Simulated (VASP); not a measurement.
# Ti in VASP: further runs

Ti is run at these levels: PBE; tasks: electric field gradients.

Program: VASP 6.6.1. These are calculated values, not measurements. Logs are shortened: lines on timing, memory, paths and dates and some standing lists are left out, and cuts for length are marked.

## (1) The cell of the first run

The typed cell holds 2 atoms: a = 2.950 Å, b = 2.976 Å, c = 4.686 Å, α = 90.41°, β = 91.14°, γ = 120.85°.

## (2) Electric field gradients, PBE (equal xy, yz and zx shear strains of -2 %)

INCAR reads:

```
PREC = Accurate
ENCUT = 520
EDIFF = 1E-8
ISMEAR = -1
SIGMA = 0.08
LREAL = False
LASPH = True
NELM = 80
ALGO = Normal
ISIF = 2
LWAVE = False
LCHARG = False
GGA = PE
LEFG = True
NBANDS = 19
```

KPOINTS reads:

```
Automatic mesh
0
Gamma
  13 13 7
```

POSCAR reads:

```
Ti
1.0
    2.9499978604     -0.0294999786     -0.0294999786
   -1.5005466611      2.5695230775     -0.0107977416
   -0.0468600000     -0.0468600000      4.6860000000
Ti
2
Direct
    0.3333333333      0.6666666667      0.2500000000
    0.6666666667      0.3333333333      0.7500000000
```

Potentials or basis: VASP PAW PBE potentials, release 64 (Ti_sv).

On the command line:

```sh
cat potpaw_PBE.64/Ti_sv/POTCAR > POTCAR
mpirun -np 1 vasp_std > vasp.out
```

OUTCAR:

```text
PREC = Accurate
   ENCUT = 520
   EDIFF = 1E-8
   ISMEAR = -1
   LREAL = False
   LASPH = True
   NELM = 80
   ISIF = 2
   GGA = PE

 ion  position               nearest neighbor table
   1  0.333  0.667  0.250-   2 2.85   2 2.87   2 2.90   2 2.92
   2  0.667  0.333  0.750-   1 2.85   1 2.87   1 2.90   1 2.92

  LATTYP: Found a triclinic cell.
 ALAT       =     2.9247649527
 B/A-ratio  =     1.0087281861
 C/A-ratio  =     1.6023402401
 COS(alpha) =     0.0198960208
 COS(beta)  =     0.0274156886
 COS(gamma) =     0.4869832429

  Lattice vectors:

 A1 = (   1.4494511993,   2.5400230989,  -0.0402977202)
 A2 = (   2.9499978604,  -0.0294999786,  -0.0294999786)
 A3 = (   0.0468600000,   0.0468600000,  -4.6860000000)

Analysis of symmetry for initial positions (statically):
=====================================================================
 Subroutine PRICEL returns:
 Original cell was already a primitive cell.

 Routine SETGRP: Setting up the symmetry group for a
 triclinic supercell.

 Subroutine GETGRP returns: Found  2 space group operations
 (whereof  2 operations were pure point group operations)
 out of a pool of  2 trial point group operations.

The static configuration has the point symmetry S_2 .

Analysis of symmetry for dynamics (positions and initial velocities):
=====================================================================
 Subroutine PRICEL returns:
 Original cell was already a primitive cell.

 Routine SETGRP: Setting up the symmetry group for a
 triclinic supercell.

 Subroutine GETGRP returns: Found  2 space group operations
 (whereof  2 operations were pure point group operations)
 out of a pool of  2 trial point group operations.

The dynamic configuration has the point symmetry S_2 .

 Subroutine INISYM returns: Found  2 space group operations
 (whereof  2 operations are pure point group operations),
 and found     1 'primitive' translations

----------------------------------------------------------------------------------------

                                     Primitive cell

  volume of cell :      35.3057

  direct lattice vectors                    reciprocal lattice vectors
     2.949997860 -0.029499979 -0.029499979     0.341029081  0.199176409  0.005402055
    -1.500546661  2.569523077 -0.010797742     0.003954579  0.391503287  0.003954579
    -0.046860000 -0.046860000  4.686000000     0.002156007  0.002156007  0.213444742

  length of vectors
     2.950292845  2.975601741  4.686468577     0.394969946  0.391543230  0.213466519

  position of ions in fractional coordinates (direct lattice)
     0.333333333  0.666666667  0.250000000
     0.666666667  0.333333333  0.750000000

  ion indices of the primitive-cell ions
   primitive index   ion index
                 1           1
                 2           2

----------------------------------------------------------------------------------------

 KPOINTS: Automatic mesh

Automatic generation of k-mesh.
 Grid dimensions read from file:
 generate k-points for:   13   13    7

 Generating k-lattice:

  Cartesian coordinates                     Fractional coordinates (reciprocal lattice)
     0.026233006  0.015321262  0.000415543     0.076923077 -0.000000000  0.000000000
     0.000304198  0.030115637  0.000304198     0.000000000  0.076923077  0.000000000
     0.000308001  0.000308001  0.030492106     0.000000000  0.000000000  0.142857143

  Length of vectors
     0.030382304  0.030118710  0.030495217

  Shift w.r.t. Gamma in fractional coordinates (k-lattice)
     0.000000000  0.000000000  0.000000000

 Subroutine IBZKPT returns following result:
 ===========================================

 Found    592 irreducible k-points:

 Following reciprocal coordinates:
            Coordinates               Weight
  0.000000  0.000000  0.000000      1.000000
  0.076923  0.000000  0.000000      2.000000
  0.153846  0.000000  0.000000      2.000000
  0.230769  0.000000  0.000000      2.000000
  0.307692  0.000000  0.000000      2.000000
  0.384615  0.000000  0.000000      2.000000
[... 16 lines left out ...]
  0.153846  0.153846  0.000000      2.000000
  0.230769  0.153846  0.000000      2.000000
 [... further k-points ...]
   k-points           NKPTS =    592   k-points in BZ     NKDIM =    592   number of bands    NBANDS=     19
   number of dos      NEDOS =    301   number of ions     NIONS =      2
   total plane-waves  NPLWV =  20736
   dimension x,y,z NGX =    24 NGY =   24 NGZ =   36
   dimension x,y,z NGXF=    48 NGYF=   48 NGZF=   72
   ions per type =               2
   NGX,Y,Z   is equivalent  to a cutoff of  13.52, 13.41, 12.77 a.u.
   NGXF,Y,Z  is equivalent  to a cutoff of  27.05, 26.82, 25.54 a.u.
 SYSTEM =  unknown system
   PREC   = accura    normal or accurate (medium, high low for compatibility)
   ISTART =      0    job   : 0-new  1-cont  2-samecut
   ICHARG =      2    charge: 1-file 2-atom 10-const
   ISPIN  =      1    spin polarized calculation?
   LNONCOLLINEAR =      F non collinear calculations
   LSORBIT =      F    spin-orbit coupling
   LASPH  =      T    aspherical Exc in radial PAW
   ENCUT  =  520.0 eV  38.22 Ry    6.18 a.u.   5.49  5.53  8.71*2*pi/ulx,y,z
   NELM   =     80;   NELMIN=  2; NELMDL= -5     # of ELM steps
   EDIFF  = 0.1E-07   stopping-criterion for ELM
   LREAL  =      F    real-space projection
   EDIFFG = 0.1E-06   stopping-criterion for IOM
   NSW    =      0    number of steps for IOM
   IBRION =     -1    ionic relax: 0-MD 1-quasi-New 2-CG
   NFREE  =      0    steps in history (QN), initial steepest desc. (CG)
   ISIF   =      2    stress and relaxation
   ISYM   =      2    0-nonsym 1-usesym 2-fastsym
   POTIM  = 0.5000    time-step for ionic-motion
   TEBEG  =    0.0;   TEEND  =   0.0 temperature during run
   PSTRESS=    0.0 pullay stress
   NELECT =      24.0000    total number of electrons
   NUPDOWN=      -1.0000    fix difference up-down
   EMIN   =  10.00;   EMAX   =-10.00  energy-range for DOS
   EFERMI =   0.00;   METHOD = LEGACY
   ISMEAR =    -1;   SIGMA  =   0.08  broadening in eV -4-tet -1-fermi 0-gaus
   EFERMI_NEDOS =   21; number of points for ismear=-14 and -15
   IALGO  =     38    algorithm
   IMIX   =      4    mixing-type and parameters
     AMIX     =   0.40;   BMIX     =  1.00
     AMIX_MAG =   1.60;   BMIX_MAG =  1.00
  volume/ion in A,a.u.               =      17.65       119.13
  Fermi-wavevector in a.u.,A,eV,Ry     =   1.439451  2.720168 28.191530  2.072019
  Thomas-Fermi vector in A             =   2.558305
   LORBIT       =      0    0 simple, 1 ext, 2 COOP (PROOUT), +10 PAW based schemes
   GGA     = PE    functional components
   LHFCALC =     F    Hartree Fock is set to
   AEXX    =    0.0000 exact exchange contribution
   IVDW    =     0    specifies the selected vdW correction
   LEPSILON=     F    determine dielectric tensor
   LRPA    =     F    only Hartree local field effects (RPA)
 non-spin polarized calculation
  energy-cutoff  :      520.00
  volume of cell :       35.31
 maximum number of plane-waves:       973
 NGX is ok and might be reduce to    24
   NGX = 11   NGY = 11   NGZ = 17

 number of electron      23.9999999 magnetization

 Free energy of the ion-electron system (eV)
  ---------------------------------------------------
  ext. energy  EPLUGINS =         0.00000000
  ---------------------------------------------------
  free energy    TOTEN  =       -15.68460761 eV

  energy without entropy =      -15.63539256  energy(sigma->0) =      -15.66000008

 E-fermi :   8.1497     XC(G=0): -11.4204

 val. band max:        8.1477859035   @ k =  -0.0769   0.1538   0.0000
 cond. band min:       8.1504436368   @ k =  -0.2308  -0.3077   0.4286
 fundamental gap:      0.0026577333
 Fermi energy:         8.1496930943

 k-point     1 :       0.0000    0.0000    0.0000
  band No.  band energies     occupation
      1     -48.7166      2.00000
      2     -48.5894      2.00000
      3     -25.2824      2.00000
      4     -24.6838      2.00000
      5     -24.6652      2.00000
      6     -24.6148      2.00000
[... 11 lines left out ...]
     18       9.8233      0.00000
     19      11.2315      0.00000
[... 485 lines left out ...]
 k-point    24 :       0.2308    0.1538    0.0000
  band No.  band energies     occupation
      1     -48.6344      2.00000
      2     -48.5640      2.00000
      3     -25.0823      2.00000
      4     -24.9771      2.00000
      5     -24.9392      2.00000
      6     -24.7816      2.00000
[... 11 lines left out ...]
     18      11.3464      0.00000
     19      11.4960      0.00000

 [... further k-points ...]

------------------------ aborting loop because EDIFF is reached ----------------------------------------

  FORCE on cell =-STRESS in cart. coord.  units (eV):
  Direction    XX          YY          ZZ          XY          YZ          ZX
  --------------------------------------------------------------------------------------
  -------------------------------------------------------------------------------------
  Total       -0.3670922     -0.3623457     -0.4535339      0.2793660      0.1847074      0.1853533
  in kB      -16.6586823    -16.4432833    -20.5814149     12.6776550      8.3820412      8.4113529
  external PRESSURE =     -17.8944602 kB  Pullay stress =       0.0000000 kB

 VOLUME and BASIS-vectors are now :
 -----------------------------------------------------------------------------
  energy-cutoff  :      520.00
  volume of cell :       35.31
      direct lattice vectors                 reciprocal lattice vectors
     2.949997860 -0.029499979 -0.029499979     0.341029081  0.199176409  0.005402055
    -1.500546661  2.569523077 -0.010797742     0.003954579  0.391503287  0.003954579
    -0.046860000 -0.046860000  4.686000000     0.002156007  0.002156007  0.213444742

 POSITION                                       TOTAL-FORCE (eV/Angst)
 -----------------------------------------------------------------------------------
     -0.02875      1.69147      1.15447         0.054714      0.001272      0.006858
      1.43134      0.80170      3.49123        -0.054714     -0.001272     -0.006858
 -----------------------------------------------------------------------------------
    total drift:                               -0.000000      0.000000     -0.000000

  FREE ENERGIE OF THE ION-ELECTRON SYSTEM (eV)
  ---------------------------------------------------
  free  energy   TOTEN  =       -15.6846076119 eV

  energy  without entropy=      -15.6353925562  energy(sigma->0) =      -15.66000008

 Electric field gradients (V/A^2)
---------------------------------------------------------------------
 ion       V_xx      V_yy      V_zz      V_xy      V_xz      V_yz
---------------------------------------------------------------------
   1      -8.299    -8.193    16.492     0.586     1.356     1.362
   2      -8.299    -8.193    16.492     0.586     1.356     1.362
---------------------------------------------------------------------

 Electric field gradients after diagonalization (V/A^2)
 (convention: |V_zz| > |V_xx| > |V_yy|)
----------------------------------------------------------------------
 ion       V_xx      V_yy      V_zz     asymmetry (V_yy - V_xx)/ V_zz
----------------------------------------------------------------------
   1      -8.835    -7.809    16.644       0.062
   2      -8.835    -7.809    16.644       0.062
----------------------------------------------------------------------

           NMR quadrupolar parameters

 Cq : quadrupolar parameter    Cq=e*Q*V_zz/h
 eta: asymmetry parameters     (V_yy - V_xx)/ V_zz
 Q  : nuclear electric quadrupole moment in mb (millibarn)
----------------------------------------------------------------------
 ion       Cq(MHz)       eta       Q (mb)
----------------------------------------------------------------------
   1       0.040       0.062       1.000
   2       0.040       0.062       1.000
----------------------------------------------------------------------
```

Wall time 3.2 min (1 thread of Intel Xeon Platinum 8559C (Emerald Rapids), shared host); peak memory 0.41 GiB.

Results:

- Free energy: -15.6846 eV
- Pressure: -1.8 GPa
- Largest force: 0.055 eV/Å
- Band gap on the k mesh: zero (bands 12 and 13 overlap by 1.07 eV)
- Largest electric field gradient by atom: Ti +16.6 V/Å²

Forces on the atoms (eV/Å):
```
Ti   0.055  0.001  0.007
Ti  -0.055 -0.001 -0.007
```

Stress tensor (GPa, compression positive):
```
-1.67  1.27  0.84
 1.27 -1.64  0.84
 0.84  0.84 -2.06
```

Levels at points of the mesh, in eV from the Fermi level:
```csv
k point,band 9,band 10,band 11,band 12,band 13,band 14,band 15,band 16
"(0.00, 0.00, 0.00)",-6.16,-2.63,0.66,0.72,0.86,0.91,1.16,1.37
```

Electric field gradients, principal values (V/Å²):
```tsv
atom	least	middle	greatest (by size)
1 Ti	-7.809	-8.835	16.644
2 Ti	-7.809	-8.835	16.644
```

Caveat: the cell differs from its parent crystal (equal xy, yz and zx shear strains of -2 %); without QUAD_EFG the Cq values of the log hold for a quadrupole moment of 1 mb, not for the nuclei.

## (3) Electric field gradients, PBE (equal xx and yy strain of -3 %)

INCAR reads:

```
SYSTEM = Ti
  PREC = Accurate
  ENCUT = 520
  EDIFF = 1E-8
  ISMEAR = -1
  SIGMA = 0.08
  LREAL = .False.
  LASPH = .True.
  NELM = 60
  ALGO = Normal
  ISIF = 2
  LWAVE = .False.
  LCHARG = .False.
  GGA = PE
  LEFG = .True.
  NBANDS = 19
```

KPOINTS reads:

```
regular mesh
0
Gamma
  13 13 7
  0 0 0
```

POSCAR reads:

```
Ti
1.0
    2.8614979246      0.0000000000      0.0000000000
   -1.4307489623      2.4781298956      0.0000000000
    0.0000000000      0.0000000000      4.6860000000
Ti
2
Direct
    0.3333333333      0.6666666667      0.2500000000
    0.6666666667      0.3333333333      0.7500000000
```

Potentials or basis: VASP PAW PBE potentials, release 64 (Ti_sv).

On the command line:

```sh
cat potpaw_PBE.64/Ti_sv/POTCAR > POTCAR
mpirun -np 1 vasp_std > vasp.out
```

OUTCAR:

```text
SYSTEM = Ti
   PREC = Accurate
   ENCUT = 520
   EDIFF = 1E-8
   ISMEAR = -1
   LREAL = .False.
   LASPH = .True.
   NELM = 60
   ISIF = 2
   GGA = PE

 ion  position               nearest neighbor table
   1  0.333  0.667  0.250-   2 2.87   2 2.87   2 2.87   2 2.87   2 2.87   2 2.87
   2  0.667  0.333  0.750-   1 2.87   1 2.87   1 2.87   1 2.87   1 2.87   1 2.87

  LATTYP: Found a hexagonal cell.
 ALAT       =     2.8614979246
 C/A-ratio  =     1.6376038437

  Lattice vectors:

 A1 = (   2.8614979246,   0.0000000000,   0.0000000000)
 A2 = (  -1.4307489623,   2.4781298956,   0.0000000000)
 A3 = (   0.0000000000,   0.0000000000,   4.6860000000)

Analysis of symmetry for initial positions (statically):
=====================================================================
 Subroutine PRICEL returns:
 Original cell was already a primitive cell.

 Routine SETGRP: Setting up the symmetry group for a
 hexagonal supercell.
[... 719 lines left out ...]
  volume of cell :       33.23
      direct lattice vectors                 reciprocal lattice vectors
     2.861497925  0.000000000  0.000000000     0.349467316  0.201765049  0.000000000
    -1.430748962  2.478129896  0.000000000     0.000000000  0.403530098  0.000000000
     0.000000000  0.000000000  4.686000000     0.000000000  0.000000000  0.213401622

 POSITION                                       TOTAL-FORCE (eV/Angst)
 -----------------------------------------------------------------------------------
     -0.00000      1.65209      1.17150        -0.000000      0.000000      0.000000
      1.43075      0.82604      3.51450         0.000000      0.000000      0.000000
 -----------------------------------------------------------------------------------
    total drift:                               -0.000000      0.000000     -0.000000

  FREE ENERGIE OF THE ION-ELECTRON SYSTEM (eV)
  ---------------------------------------------------
  free  energy   TOTEN  =       -15.6613336918 eV

  energy  without entropy=      -15.6154192500  energy(sigma->0) =      -15.63837647

 Electric field gradients (V/A^2)
---------------------------------------------------------------------
 ion       V_xx      V_yy      V_zz      V_xy      V_xz      V_yz
---------------------------------------------------------------------
   1      -5.922    -5.921    11.843     0.001     0.000    -0.000
   2      -5.922    -5.921    11.843     0.001    -0.000     0.000
---------------------------------------------------------------------

 Electric field gradients after diagonalization (V/A^2)
 (convention: |V_zz| > |V_xx| > |V_yy|)
----------------------------------------------------------------------
 ion       V_xx      V_yy      V_zz     asymmetry (V_yy - V_xx)/ V_zz
----------------------------------------------------------------------
   1      -5.922    -5.920    11.843       0.000
   2      -5.922    -5.920    11.843       0.000
----------------------------------------------------------------------

           NMR quadrupolar parameters

 Cq : quadrupolar parameter    Cq=e*Q*V_zz/h
 eta: asymmetry parameters     (V_yy - V_xx)/ V_zz
 Q  : nuclear electric quadrupole moment in mb (millibarn)
----------------------------------------------------------------------
 ion       Cq(MHz)       eta       Q (mb)
----------------------------------------------------------------------
   1       0.029       0.000       1.000
   2       0.029       0.000       1.000
----------------------------------------------------------------------
```

Run time: 1.7 min. Hardware: 1 thread of Intel Xeon 8259CL, shared host; peak memory 0.18 GiB.

What came out:

* Free energy: -15.6613 eV
* Pressure: 5.2 GPa
* Band gap on the k mesh: zero (bands 12 and 13 overlap by 1.01 eV)
* Largest electric field gradient by atom: Ti +11.8 V/Å²

Levels at points of the mesh, in eV from the Fermi level:
```
           k point  band 8  band 9  band 10  band 11  band 12  band 13  band 14  band 15  band 16  band 17
(0.00, 0.00, 0.00)  -32.53   -6.30    -2.80     0.60     0.73     0.86     0.86     1.33     1.33     1.90
```

Electric field gradients, principal values (V/Å²):
```tsv
atom	least	middle	greatest (by size)
1 Ti	-5.920	-5.922	11.843
2 Ti	-5.920	-5.922	11.843
```

Caveat: the cell differs from its parent crystal (equal xx and yy strain of -3 %); the cell stands under pressure; without QUAD_EFG the Cq values of the log hold for a quadrupole moment of 1 mb, not for the nuclei.
